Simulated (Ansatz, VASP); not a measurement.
**Two plane-wave programs on SrBr3**

```
Sr Br
1.0
     4.90965    0.00000    0.00000
     0.00000    4.90965    0.00000
     0.00000    0.00000    4.90965
Sr Br
1 3
Cartesian
  0.0000 0.0000 0.0000
  0.0000 2.4548 2.4548
  2.4548 0.0000 2.4548
  2.4548 2.4548 0.0000
```

Alike in both runs: functional PBE; k mesh 10 × 10 × 10; occupations gaussian, width 0.1 eV; no spin polarisation.

Ansatz relaxed the structure, and its values are those at the end. VASP's run is a single point on that final structure, the one shown.

|  | VASP | Ansatz |
| --- | --- | --- |
| version | VASP 6.6.1 | Ansatz 0.2.0 |
| potentials or method | VASP PAW PBE potentials, release 64 (Sr_sv, Br), cutoff 520 eV | scalar-relativistic, plane waves, PAW |
| valence electrons in the cell | 31 | 31 |

|  | VASP | Ansatz | Ansatz less VASP |
| --- | --- | --- | --- |
| gap on the k mesh at the Fermi level (eV) | none | none | - |
| pressure (GPa) | 0.1 | 0.0 | -0.04 |

A gap of «none» marks a metal or a gap that the smearing closes.
